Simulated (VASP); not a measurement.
# I (I4/mmm) in VASP: a series of runs

The runs below take I through single point, with r2SCAN.

Program: VASP 6.6.1. These are calculated values, not measurements. Logs are shortened: lines on timing, memory, paths and dates and some standing lists are left out, and cuts for length are marked.

## Step 1: The cell of the first run

Symmetry: I4/mmm, No. 139, tetragonal system. The conventional cell has a = 3.209 Å, b = 3.209 Å, c = 7.461 Å, α = 90.00°, β = 90.00°, γ = 90.00°. Within 4.6 Å of I (site symmetry 4/mmm) lie 16 I at 3.21 to 4.54 Å.

## Step 2: Single point, r2SCAN (38.41 Å³/atom)

File POSCAR:

```
I
1.0
   -1.6043902495      1.6043902495      3.7306348525
    1.6043902495     -1.6043902495      3.7306348525
    1.6043902495      1.6043902495     -3.7306348525
I
1
Direct
    0.0000000000      0.0000000000      0.0000000000
```

File INCAR.step1:

```
  PREC = Accurate
  ENCUT = 520
  ISMEAR = 0
  SIGMA = 0.1
  LREAL = F
  LASPH = T
  NELM = 100
  NBANDS = 10
  GGA = PE
  ALGO = Normal
  EDIFF = 1E-4
  LWAVE = T
  LCHARG = F
```

File INCAR.step2:

```
  PREC = Accurate
  ENCUT = 520
  EDIFF = 1E-6
  ISMEAR = 0
  SIGMA = 0.1
  LREAL = F
  LASPH = T
  NELM = 100
  ALGO = Normal
  ISIF = 2
  LWAVE = F
  LCHARG = T
  METAGGA = R2SCAN
  LMIXTAU = T
  LELF = T
  LVHAR = T
  NBANDS = 10
  ISTART = 1
```

File KPOINTS:

```
Automatic mesh
0
Gamma
  18 18 18
```

Potentials or basis: VASP PAW PBE potentials, release 64 (I).

The run is started by

```sh
> cat potpaw_PBE.64/I/POTCAR > POTCAR
> cp INCAR.step1 INCAR
> mpirun -np 1 vasp_std > vasp.out
> cp INCAR.step2 INCAR
> mpirun -np 1 vasp_std > vasp.out
```

OUTCAR:

```text
PREC = Accurate
   ENCUT = 520
   EDIFF = 1E-6
   ISMEAR = 0
   LREAL = F
   LASPH = T
   NELM = 100
   ISIF = 2
   METAGGA = R2SCAN
   ISTART = 1

 ion  position               nearest neighbor table
   1  0.000  0.000  0.000-

  LATTYP: Found a body centered tetragonal cell.
 ALAT       =     3.2087804990
 C/A-ratio  =     2.3252664703

  Lattice vectors:

 A1 = (  -1.6043902495,   1.6043902495,   3.7306348525)
 A2 = (   1.6043902495,  -1.6043902495,   3.7306348525)
 A3 = (   1.6043902495,   1.6043902495,  -3.7306348525)

Analysis of symmetry for initial positions (statically):
=====================================================================
 Subroutine PRICEL returns:
 Original cell was already a primitive cell.

 Routine SETGRP: Setting up the symmetry group for a
 body centered tetragonal supercell.

 Subroutine GETGRP returns: Found 16 space group operations
 (whereof 16 operations were pure point group operations)
 out of a pool of 16 trial point group operations.

The static configuration has the point symmetry D_4h.

Analysis of symmetry for dynamics (positions and initial velocities):
=====================================================================
 Subroutine PRICEL returns:
 Original cell was already a primitive cell.

 Routine SETGRP: Setting up the symmetry group for a
 body centered tetragonal supercell.

 Subroutine GETGRP returns: Found 16 space group operations
 (whereof 16 operations were pure point group operations)
 out of a pool of 16 trial point group operations.

The dynamic configuration has the point symmetry D_4h.

 Subroutine INISYM returns: Found 16 space group operations
 (whereof 16 operations are pure point group operations),
 and found     1 'primitive' translations

----------------------------------------------------------------------------------------

                                     Primitive cell

  volume of cell :      38.4116

  direct lattice vectors                    reciprocal lattice vectors
    -1.604390249  1.604390249  3.730634853     0.000000000  0.311644876  0.134025446
     1.604390249 -1.604390249  3.730634853     0.311644876  0.000000000  0.134025446
     1.604390249  1.604390249 -3.730634853     0.311644876  0.311644876  0.000000000

  length of vectors
     4.366437054  4.366437054  4.366437054     0.339242316  0.339242316  0.440732410

[... 73 lines left out ...]
   LNONCOLLINEAR =      F non collinear calculations
   LSORBIT =      F    spin-orbit coupling
   LASPH  =      T    aspherical Exc in radial PAW
   ENCUT  =  520.0 eV  38.22 Ry    6.18 a.u.   8.12  8.12  8.12*2*pi/ulx,y,z
   NELM   =    100;   NELMIN=  2; NELMDL=  0     # of ELM steps
   EDIFF  = 0.1E-05   stopping-criterion for ELM
   LREAL  =      F    real-space projection
[... 7 lines left out ...]
   TEBEG  =    0.0;   TEEND  =   0.0 temperature during run
   PSTRESS=    0.0 pullay stress
   NELECT =       7.0000    total number of electrons
   NUPDOWN=      -1.0000    fix difference up-down
   EMIN   =  10.00;   EMAX   =-10.00  energy-range for DOS
   EFERMI =   0.00;   METHOD = LEGACY
   ISMEAR =     0;   SIGMA  =   0.10  broadening in eV -4-tet -1-fermi 0-gaus
   EFERMI_NEDOS =   21; number of points for ismear=-14 and -15
   IALGO  =     38    algorithm
   IMIX   =      4    mixing-type and parameters
     AMIX     =   0.40;   BMIX     =  1.00
     AMIX_MAG =   1.60;   BMIX_MAG =  1.00
  volume/ion in A,a.u.               =      38.41       259.21
  Fermi-wavevector in a.u.,A,eV,Ry     =   0.928154  1.753956 11.721003  0.861469
  Thomas-Fermi vector in A             =   2.054300
   LORBIT       =      0    0 simple, 1 ext, 2 COOP (PROOUT), +10 PAW based schemes
   METAGGA = R2SCAN    functional components
   LHFCALC =     F    Hartree Fock is set to
   AEXX    =    0.0000 exact exchange contribution
   IVDW    =     0    specifies the selected vdW correction
   LEPSILON=     F    determine dielectric tensor
   LRPA    =     F    only Hartree local field effects (RPA)
 non-spin polarized calculation
 Gauss-broadening in eV      SIGMA  =   0.10
  energy-cutoff  :      520.00
  volume of cell :       38.41
 maximum number of plane-waves:      1060
   NGX = 17   NGY = 17   NGZ = 17

 number of electron       7.0000000 magnetization

 Free energy of the ion-electron system (eV)
  ---------------------------------------------------
  ext. energy  EPLUGINS =         0.00000000
  ---------------------------------------------------
  free energy    TOTEN  =       -24.40881424 eV

  energy without entropy =      -24.40542829  energy(sigma->0) =      -24.40712127

 E-fermi :   3.7478     XC(G=0):  -8.9513

 val. band max:        3.7381933555   @ k =  -0.2222  -0.2222   0.1111
 cond. band min:       3.7640522039   @ k =   0.0556   0.0556   0.0556
 fundamental gap:      0.0258588484
 Fermi energy:         3.7478310932

 k-point     1 :       0.0000    0.0000    0.0000
  band No.  band energies     occupation
      1     -10.7393      2.00000
      2       1.9621      2.00000
      3       4.8460      0.00000
      4       4.8460      0.00000
      5       9.1207      0.00000
      6      11.7116      0.00000
      7      12.8969      0.00000
      8      16.5070      0.00000
      9      16.5070      0.00000
     10      16.8966      0.00000
[... 287 lines left out ...]
 k-point    24 :      -0.2222    0.0556    0.0000
  band No.  band energies     occupation
      1     -10.1641      2.00000
      2       1.5360      2.00000
      3       2.1131      2.00000
      4       4.8803      0.00000
      5      10.0819      0.00000
      6      12.3017      0.00000
      7      13.0920      0.00000
      8      16.1791      0.00000
      9      16.7085      0.00000
     10      18.1245      0.00000

 [... further k-points ...]

------------------------ aborting loop because EDIFF is reached ----------------------------------------

  FORCE on cell =-STRESS in cart. coord.  units (eV):
  Direction    XX          YY          ZZ          XY          YZ          ZX
  --------------------------------------------------------------------------------------
  -------------------------------------------------------------------------------------
  Total        0.1769825      0.1769825      0.1879561      0.0000000      0.0000000      0.0000000
  in kB        7.3820692      7.3820692      7.8397874      0.0000000      0.0000000      0.0000000
  external PRESSURE =       7.5346419 kB  Pullay stress =       0.0000000 kB

 VOLUME and BASIS-vectors are now :
 -----------------------------------------------------------------------------
  energy-cutoff  :      520.00
  volume of cell :       38.41
      direct lattice vectors                 reciprocal lattice vectors
    -1.604390249  1.604390249  3.730634853     0.000000000  0.311644876  0.134025446
     1.604390249 -1.604390249  3.730634853     0.311644876  0.000000000  0.134025446
     1.604390249  1.604390249 -3.730634853     0.311644876  0.311644876  0.000000000

 POSITION                                       TOTAL-FORCE (eV/Angst)
 -----------------------------------------------------------------------------------
      0.00000      0.00000      0.00000         0.000000      0.000000      0.000000
 -----------------------------------------------------------------------------------
    total drift:                               -0.000000     -0.000000      0.000000

  FREE ENERGIE OF THE ION-ELECTRON SYSTEM (eV)
  ---------------------------------------------------
  free  energy   TOTEN  =       -24.4088142413 eV

  energy  without entropy=      -24.4054282938  energy(sigma->0) =      -24.40712127
```

It took 3.4 min on 1 thread of Intel Xeon 6975P-C (Granite Rapids), shared host; peak memory 0.32 GiB.

Results:

```
Free energy            : -24.4088 eV
Pressure               : 0.8 GPa
Band gap on the k mesh : zero (an odd number of electrons rules out a gap without spin polarisation)
```

Levels at points of the mesh, in eV from the Fermi level:
| k point | band 1 | band 2 | band 3 | band 4 | band 5 | band 6 | band 7 | band 8 | band 9 |
| --- | --- | --- | --- | --- | --- | --- | --- | --- | --- |
| (0.00, 0.00, 0.00) | -14.49 | -1.79 | 1.10 | 1.10 | 5.37 | 7.96 | 9.15 | 12.76 | 12.76 |
| (0.50, 0.00, 0.00) | -12.84 | -5.51 | -1.80 | 2.01 | 5.21 | 10.05 | 11.92 | 12.30 | 13.50 |
| (0.50, 0.50, 0.00) | -11.32 | -4.39 | -3.97 | -0.67 | 4.28 | 6.44 | 11.01 | 11.58 | 12.72 |
| (0.50, 0.50, 0.50) | -14.12 | -4.44 | 0.78 | 0.78 | 7.27 | 7.86 | 12.53 | 16.39 | 16.39 |

Caveat: the PAW data sets were made with another functional, which shifts forces and pressure a little; spin-orbit coupling is left out, which moves the levels of the heavy elements; an odd number of electrons without spin polarisation forces a metal; a magnetic or distorted state may lie lower.

## Step 3: Single point, r2SCAN (39.64 Å³/atom)

This run uses another cell than the first one, of 39.64 Å³/atom.

File POSCAR:

```
I
1.0
   -1.6098017538      1.6098017538      3.8238589077
    1.6098017538     -1.6098017538      3.8238589077
    1.6098017538      1.6098017538     -3.8238589077
I
1
Direct
    0.0000000000      0.0000000000      0.0000000000
```

File INCAR.step1:

```
ALGO = Normal
EDIFF = 1E-4
ENCUT = 520
GGA = PE
ISMEAR = 0
LASPH = True
LCHARG = False
LREAL = False
LWAVE = True
NBANDS = 10
NELM = 80
PREC = Accurate
SIGMA = 0.1
```

File INCAR.step2:

```
ALGO = Normal
EDIFF = 1E-6
ENCUT = 520
ISIF = 2
ISMEAR = 0
ISTART = 1
LASPH = True
LCHARG = False
LMIXTAU = True
LREAL = False
LWAVE = False
METAGGA = R2SCAN
NBANDS = 10
NELM = 80
PREC = Accurate
SIGMA = 0.1
```

File KPOINTS:

```
k-points
0
Gamma
  18 18 18
```

Potentials or basis: VASP PAW PBE potentials, release 64 (I).

The run is started by

```sh
> cat potpaw_PBE.64/I/POTCAR > POTCAR
> cp INCAR.step1 INCAR
> mpirun -np 1 vasp_std > vasp.out
> cp INCAR.step2 INCAR
> mpirun -np 1 vasp_std > vasp.out
```

Run time: 6.6 min. Hardware: 1 thread of Intel Xeon 6975P-C (Granite Rapids), shared host; peak memory 0.34 GiB.

It converged, with:

```yaml
Free_energy: -24.4130 eV
Pressure: 0.3 GPa
Band_gap_on_the_k_mesh: zero (an odd number of electrons rules out a gap without spin polarisation)
```

Levels at points of the mesh, in eV from the Fermi level:
```csv
k point,band 2,band 3,band 4,band 5,band 6,band 7
"(0.00, 0.00, 0.00)",-1.89,1.06,1.06,5.23,7.95,9.06
"(0.50, 0.00, 0.00)",-5.41,-1.79,1.98,5.24,10.04,11.66
"(0.50, 0.50, 0.00)",-4.29,-3.93,-0.64,4.35,6.56,10.77
"(0.50, 0.50, 0.50)",-4.27,0.79,0.79,7.35,7.93,12.00
```

Caveat: the PAW data sets were made with another functional, which shifts forces and pressure a little; spin-orbit coupling is left out, which moves the levels of the heavy elements; an odd number of electrons without spin polarisation forces a metal; a magnetic or distorted state may lie lower.

The gap in the log of VASP goes by the Fermi energy; the results here count the filled bands.